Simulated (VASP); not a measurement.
GaO3:

```
CELL_PARAMETERS angstrom
2.48931 0.00000 0.00000
-1.24465 2.15580 0.00000
0.00000 0.00000 8.26348
ATOMIC_POSITIONS crystal
Ga 0.66667 0.33333 0.00000
O 0.66667 0.33333 0.50000
O 0.33333 0.66667 0.24639
O 0.33333 0.66667 0.75361
```

```yaml
Program: VASP 6.6.1
Task: relaxation of cell and atoms
Functional: PBE
Potentials_or_basis: VASP PAW PBE potentials, release 64 (Ga_d, O)
Cutoff: 600 eV
k_mesh: 6 × 6 × 2
Occupations: gaussian, width 0.1 eV
Spin: collinear spin, ferromagnetic start
Starting_moments: "[0.0, 1.0, 1.0, 1.0] μB"
```

At the start: pressure 6.2 GPa; volume 11.09 Å³/atom.

Question: Where does the relaxation end?

Answer: Over 26 steps the energy falls by 1328.1 meV/atom and the volume is 11.45 Å³/atom (+3.3 %); space group P-6m2 (No. 187, to 0.05 Å); moment 2.16 μB per cell.

Step by step:
```csv
step,energy change (eV),largest force (eV/Å),pressure (GPa),volume (Å³)
1,0.0000,1.0152,6.19,44.35
2,-0.5950,1.1298,-0.66,47.03
3,-2.2609,3.8690,-15.86,51.58
4,-3.5375,1.9442,-26.95,58.37
5,-3.4881,3.0666,-22.29,55.72
6,-3.6958,2.8498,-22.76,55.76
7,-4.0546,2.1762,-23.62,55.70
8,-4.0836,1.7855,-23.73,55.63
9,-4.3675,1.5643,-21.61,53.94
10,-4.9918,0.6247,-12.61,49.07
11,-4.9417,1.8383,18.80,40.24
12,-5.1619,0.3033,-3.65,45.18
13,-5.1854,0.2838,-0.79,44.32
14,-5.2026,0.0222,0.05,44.11
15,-5.2022,0.1004,0.86,43.90
16,-5.2122,0.0369,0.79,43.93
17,-5.2419,0.4539,0.79,44.03
18,-5.2979,0.0522,0.46,44.20
19,-5.3007,0.1935,0.38,44.24
20,-5.3033,0.1407,0.45,44.38
21,-5.3082,0.0240,0.76,44.79
22,-5.3028,0.4205,1.63,45.62
23,-5.3088,0.1154,0.98,44.99
24,-5.3104,0.0758,0.55,45.23
25,-5.3120,0.0153,-0.40,45.80
26,-5.3123,0.0165,-0.23,45.79
```

Final structure:
```yaml
crystal:
  lattice:
    - [2.93426, 0.00000, 0.00000]
    - [-1.46713, 2.54115, 0.00000]
    - [0.00000, 0.00000, 6.14112]
  atoms:
    - { symbol: Ga, position: [0.66667, 0.33333, 0.00000] }
    - { symbol: O, position: [0.66667, 0.33333, 0.50000] }
    - { symbol: O, position: [0.33333, 0.66667, 0.17981] }
    - { symbol: O, position: [0.33333, 0.66667, 0.82019] }
```

Caveat: the k points lie up to 0.51 Å⁻¹ apart in the final cell.
